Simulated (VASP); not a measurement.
Ir, 2 atoms in the cell. The structure is cubic, space group Fd-3m (No. 227). Conventional cell: a = 5.567 Å, b = 5.567 Å, c = 5.567 Å, α = 90.00°, β = 90.00°, γ = 90.00°. Ir (site symmetry -43m) has 4 Ir at 2.41 Å within 3.2 Å. 

| Item | Value |
| --- | --- |
| Program | VASP 6.6.1 |
| Task | relaxation of cell and atoms |
| Functional | PBE |
| Potentials or basis | VASP PAW PBE potentials, release 64 (Ir) |
| Cutoff | 600 eV |
| k mesh | 14 × 14 × 14 |
| Occupations | gaussian, width 0.1 eV |
| Spin | no spin polarisation |
| Dipole correction | no |
| Further INCAR settings | ALGO = Normal; EDIFF = 1e-06; IBRION = 2; EDIFFG = -0.02; NSW = 80; ISIF = 3 |

Potentials or basis: VASP PAW PBE potentials, release 64 (Ir).

The run is started by

```console
$ cat potpaw_PBE.64/Ir/POTCAR > POTCAR
$ mpirun -np 1 vasp_std > vasp.out
```

Hardware: 1 thread of Intel Xeon 6975P-C (shared host).

**Question.** Estimate the wall time of this run.

**Answer.** Wall time 73 s on 1 thread of Intel Xeon 6975P-C, with other jobs on the host, peak memory 0.23 GiB. Counts: scf iterations 23, k points 104, ion steps 3.
